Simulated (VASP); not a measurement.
Input of a VASP 6.6.1 run:

File INCAR:

```
SYSTEM = SnTe
PREC     = Accurate       ! precision mode
ENCUT    = 520            ! plane-wave cutoff, eV
EDIFF    = 1E-6           ! SCF threshold, eV
ISMEAR   = 0              ! smearing method
SIGMA    = 0.03           ! smearing width, eV
LREAL    = .FALSE.        ! projectors in reciprocal space
LASPH    = .TRUE.         ! aspherical terms in the spheres
NELM     = 80             ! most SCF steps
ALGO     = Normal         ! electronic algorithm
ISIF     = 2              ! what is computed and relaxed
LWAVE    = .FALSE.        ! write WAVECAR
LCHARG   = .TRUE.         ! write CHGCAR
GGA      = CA             ! functional
LELF     = .TRUE.         ! ELF
LVHAR    = .TRUE.       
NBANDS   = 17             ! bands
```

The input KPOINTS:

```
Automatic mesh
0
G
  10 10 10
  0 0 0
```

File POSCAR:

```
SnTe
1.0
    0.0000000000      3.1548899906      3.0458963612
    3.1548899906      0.0000000000      3.0458963612
    3.1548899906      3.1548899906      0.0000000000
Sn Te
1 1
Direct
    0.0181654424     -0.0181654424     -0.0181654424
    0.4831001593      0.5168998407      0.5168998407
```

Potentials or basis: VASP PAW LDA potentials, release 64 (Sn_d, Te).

Run with:

```console
$ cat potpaw_LDA.64/Sn_d/POTCAR potpaw_LDA.64/Te/POTCAR > POTCAR
$ mpirun -np 1 vasp_std > vasp.out
```

Question: What does it give for the band gap on the k mesh?

Answer: 0.44 eV, indirect (least direct gap 0.54 eV).

Question: Estimate the largest force.

Answer: 0.188 eV/Å.

Stress tensor (GPa, compression positive):
```
 0.17  0.00  0.00
 0.00 -1.44  0.00
 0.00  0.00  3.90
```

Caveat: the cell differs from its parent crystal (mode 4 frozen in at -0.113 Å, strain +e along z and -e/2 along x and y -0.0233); spin-orbit coupling is left out, which moves the levels of the heavy elements. A k mesh can miss the band edges.
